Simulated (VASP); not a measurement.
# AgBr3 (P-3m1) in VASP: single point with r2SCAN

Aim: the single point of AgBr3 with r2SCAN.

Program: VASP 6.6.1. These are calculated values, not measurements. Logs are shortened: lines on timing, memory, paths and dates and some standing lists are left out, and cuts for length are marked.

## 1. The cell of the first run

It takes space group P-3m1 (No. 164, trigonal). Conventional cell: a = 3.883 Å, b = 3.883 Å, c = 8.242 Å, α = 90.00°, β = 90.00°, γ = 120.00°. Within 4.5 Å of Br (site symmetry -3m) lie 12 Br at 3.39 to 3.88 Å and 2 Ag at 4.12 Å. Br (site symmetry 3m) has 3 Ag at 2.74 Å and 3 Br at 3.39 Å within 3.6 Å. Ag (site symmetry -3m) has 6 Br at 2.74 Å within 3.6 Å.

## 2. Single point, r2SCAN

POSCAR

```
AgBr3
1.0
    3.8834902781      0.0000000000      0.0000000000
   -1.9417451390      3.3632012362      0.0000000000
    0.0000000000      0.0000000000      8.2416590069
Br Ag
3 1
Direct
    0.0000000000      0.0000000000      0.0000000000
    0.3333333333      0.6666666667      0.3083982008
    0.6666666667      0.3333333333      0.6916017992
    0.0000000000      0.0000000000      0.5000000000
```

INCAR.step1

```
SYSTEM = AgBr3
  PREC = Accurate
  ENCUT = 520
  ISMEAR = -1
  SIGMA = 0.1
  LREAL = .False.
  LASPH = .True.
  NELM = 80
  NBANDS = 24
  GGA = PE
  ALGO = Normal
  EDIFF = 1E-4
  LWAVE = .True.
  LCHARG = .False.
```

INCAR.step2

```
SYSTEM = AgBr3
  PREC = Accurate
  ENCUT = 520
  EDIFF = 1E-7
  ISMEAR = -1
  SIGMA = 0.1
  LREAL = .False.
  LASPH = .True.
  NELM = 80
  ALGO = Normal
  ISIF = 2
  LWAVE = .False.
  LCHARG = .False.
  METAGGA = R2SCAN
  LMIXTAU = .True.
  NBANDS = 24
  ISTART = 1
```

KPOINTS

```
regular mesh
0
Gamma
  10 10 4
  0 0 0
```

Potentials or basis: VASP PAW PBE potentials, release 64 (Br, Ag).

Launch:

```
cat potpaw_PBE.64/Br/POTCAR potpaw_PBE.64/Ag/POTCAR > POTCAR
cp INCAR.step1 INCAR
mpirun -np 1 vasp_std > vasp.out
cp INCAR.step2 INCAR
mpirun -np 1 vasp_std > vasp.out
```

OUTCAR:

```text
SYSTEM = AgBr3
   PREC = Accurate
   ENCUT = 520
   EDIFF = 1E-7
   ISMEAR = -1
   LREAL = .False.
   LASPH = .True.
   NELM = 80
   ISIF = 2
   METAGGA = R2SCAN
   ISTART = 1

 ion  position               nearest neighbor table
   1  0.000  0.000  0.000-
   2  0.333  0.667  0.308-   4 2.74   4 2.74   4 2.74
   3  0.667  0.333  0.692-   4 2.74   4 2.74   4 2.74
   4  0.000  0.000  0.500-   2 2.74   3 2.74   2 2.74   3 2.74   3 2.74   2 2.74

  LATTYP: Found a hexagonal cell.
 ALAT       =     3.8834902781
 C/A-ratio  =     2.1222298543

  Lattice vectors:

 A1 = (   3.8834902781,   0.0000000000,   0.0000000000)
 A2 = (  -1.9417451390,   3.3632012362,   0.0000000000)
 A3 = (   0.0000000000,   0.0000000000,   8.2416590069)

Analysis of symmetry for initial positions (statically):
=====================================================================
 Subroutine PRICEL returns:
 Original cell was already a primitive cell.

 Routine SETGRP: Setting up the symmetry group for a
 hexagonal supercell.

 Subroutine GETGRP returns: Found 12 space group operations
 (whereof 12 operations were pure point group operations)
 out of a pool of 24 trial point group operations.

The static configuration has the point symmetry D_3d.

Analysis of symmetry for dynamics (positions and initial velocities):
=====================================================================
 Subroutine PRICEL returns:
 Original cell was already a primitive cell.

 Routine SETGRP: Setting up the symmetry group for a
 hexagonal supercell.

 Subroutine GETGRP returns: Found 12 space group operations
 (whereof 12 operations were pure point group operations)
 out of a pool of 24 trial point group operations.

The dynamic configuration has the point symmetry D_3d.

 Subroutine INISYM returns: Found 12 space group operations
 (whereof 12 operations are pure point group operations),
 and found     1 'primitive' translations

----------------------------------------------------------------------------------------

                                     Primitive cell

  volume of cell :     107.6440

  direct lattice vectors                    reciprocal lattice vectors
[... 86 lines left out ...]
   LNONCOLLINEAR =      F non collinear calculations
   LSORBIT =      F    spin-orbit coupling
   LASPH  =      T    aspherical Exc in radial PAW
   ENCUT  =  520.0 eV  38.22 Ry    6.18 a.u.   7.22  7.22 15.32*2*pi/ulx,y,z
   NELM   =     80;   NELMIN=  2; NELMDL=  0     # of ELM steps
   EDIFF  = 0.1E-06   stopping-criterion for ELM
   LREAL  =      F    real-space projection
   EDIFFG = 0.1E-05   stopping-criterion for IOM
   NSW    =      0    number of steps for IOM
   IBRION =     -1    ionic relax: 0-MD 1-quasi-New 2-CG
   NFREE  =      0    steps in history (QN), initial steepest desc. (CG)
   ISIF   =      2    stress and relaxation
   ISYM   =      2    0-nonsym 1-usesym 2-fastsym
   POTIM  = 0.5000    time-step for ionic-motion
   TEBEG  =    0.0;   TEEND  =   0.0 temperature during run
   PSTRESS=    0.0 pullay stress
   NELECT =      32.0000    total number of electrons
   NUPDOWN=      -1.0000    fix difference up-down
   EMIN   =  10.00;   EMAX   =-10.00  energy-range for DOS
   EFERMI =   0.00;   METHOD = LEGACY
   ISMEAR =    -1;   SIGMA  =   0.10  broadening in eV -4-tet -1-fermi 0-gaus
   EFERMI_NEDOS =   21; number of points for ismear=-14 and -15
   IALGO  =     38    algorithm
   IMIX   =      4    mixing-type and parameters
     AMIX     =   0.40;   BMIX     =  1.00
     AMIX_MAG =   1.60;   BMIX_MAG =  1.00
  volume/ion in A,a.u.               =      26.91       181.60
  Fermi-wavevector in a.u.,A,eV,Ry     =   1.092601  2.064716 16.242321  1.193777
  Thomas-Fermi vector in A             =   2.228870
   LORBIT       =      0    0 simple, 1 ext, 2 COOP (PROOUT), +10 PAW based schemes
   METAGGA = R2SCAN    functional components
   LHFCALC =     F    Hartree Fock is set to
   AEXX    =    0.0000 exact exchange contribution
   IVDW    =     0    specifies the selected vdW correction
   LEPSILON=     F    determine dielectric tensor
   LRPA    =     F    only Hartree local field effects (RPA)
 non-spin polarized calculation
  energy-cutoff  :      520.00
  volume of cell :      107.64
 maximum number of plane-waves:      2922
 NGX is ok and might be reduce to    30
   NGX = 15   NGY = 15   NGZ = 31

 number of electron      31.9999996 magnetization

 Free energy of the ion-electron system (eV)
  ---------------------------------------------------
  ext. energy  EPLUGINS =         0.00000000
  ---------------------------------------------------
  free energy    TOTEN  =       -61.18650842 eV

  energy without entropy =      -61.00049612  energy(sigma->0) =      -61.09350227

 E-fermi :   1.3205     XC(G=0):  -9.5923

 val. band max:        1.3174403847   @ k =   0.2000   0.1000   0.2500
 cond. band min:       1.3318846691   @ k =   0.0000   0.3000   0.2500
 fundamental gap:      0.0144442844
 Fermi energy:         1.3204862831

 k-point     1 :       0.0000    0.0000    0.0000
  band No.  band energies     occupation
      1     -14.1144      2.00000
      2     -13.6159      2.00000
      3     -12.5018      2.00000
      4      -3.2721      2.00000
      5      -3.0362      2.00000
      6      -3.0362      2.00000
[... 637 lines left out ...]
     23      11.5722      0.00000
     24      12.4731      0.00000

 [... further k-points ...]

------------------------ aborting loop because EDIFF is reached ----------------------------------------

  FORCE on cell =-STRESS in cart. coord.  units (eV):
  Direction    XX          YY          ZZ          XY          YZ          ZX
  --------------------------------------------------------------------------------------
  -------------------------------------------------------------------------------------
  Total       -0.0102371     -0.0102371     -0.0240129     -0.0000000      0.0000000     -0.0000000
  in kB       -0.1523698     -0.1523698     -0.3574095     -0.0000000      0.0000000     -0.0000000
  external PRESSURE =      -0.2207163 kB  Pullay stress =       0.0000000 kB

 VOLUME and BASIS-vectors are now :
 -----------------------------------------------------------------------------
  energy-cutoff  :      520.00
  volume of cell :      107.64
      direct lattice vectors                 reciprocal lattice vectors
     3.883490278  0.000000000  0.000000000     0.257500323  0.148667881  0.000000000
    -1.941745139  3.363201236  0.000000000     0.000000000  0.297335761  0.000000000
     0.000000000  0.000000000  8.241659007     0.000000000  0.000000000  0.121334794

 POSITION                                       TOTAL-FORCE (eV/Angst)
 -----------------------------------------------------------------------------------
      0.00000      0.00000      0.00000        -0.000000      0.000000      0.000000
     -0.00000      2.24213      2.54171         0.000000     -0.000000     -0.002669
      1.94175      1.12107      5.69995        -0.000000      0.000000      0.002669
      0.00000      0.00000      4.12083        -0.000000      0.000000      0.000000
 -----------------------------------------------------------------------------------
    total drift:                                0.000000     -0.000000      0.000000

  FREE ENERGIE OF THE ION-ELECTRON SYSTEM (eV)
  ---------------------------------------------------
  free  energy   TOTEN  =       -61.1865084215 eV

  energy  without entropy=      -61.0004961154  energy(sigma->0) =      -61.09350227
```

OUTCAR.step1:

```text
SYSTEM = AgBr3
   PREC = Accurate
   ENCUT = 520
   ISMEAR = -1
   LREAL = .False.
   LASPH = .True.
[... 877 lines left out ...]
     -0.00000      2.24213      2.54171         0.000000      0.000000     -0.101729
      1.94175      1.12107      5.69995        -0.000000     -0.000000      0.101729
      0.00000      0.00000      4.12083         0.000000      0.000000      0.000000
 -----------------------------------------------------------------------------------
    total drift:                                0.000000     -0.000000      0.000000

  FREE ENERGIE OF THE ION-ELECTRON SYSTEM (eV)
  ---------------------------------------------------
  free  energy   TOTEN  =        -7.4918250721 eV

  energy  without entropy=       -7.3043845666  energy(sigma->0) =       -7.39810482
```

It took 11 min on 1 thread of Oxide Virtual Turin-like, shared host; peak memory 0.29 GiB.

Results:

| Property | Result |
| --- | --- |
| Free energy | -61.1865 eV |
| Pressure | 0.0 GPa |
| Band gap on the k mesh | zero (band 16 reaches 1.52 eV, above the bottom of band 17 at 0.86 eV) |

Forces on the atoms (eV/Å):
```
Br   0.000  0.000  0.000
Br   0.000  0.000 -0.003
Br   0.000  0.000  0.003
Ag   0.000  0.000  0.000
```

Caveat: the PAW data sets were made with another functional, which shifts forces and pressure a little.
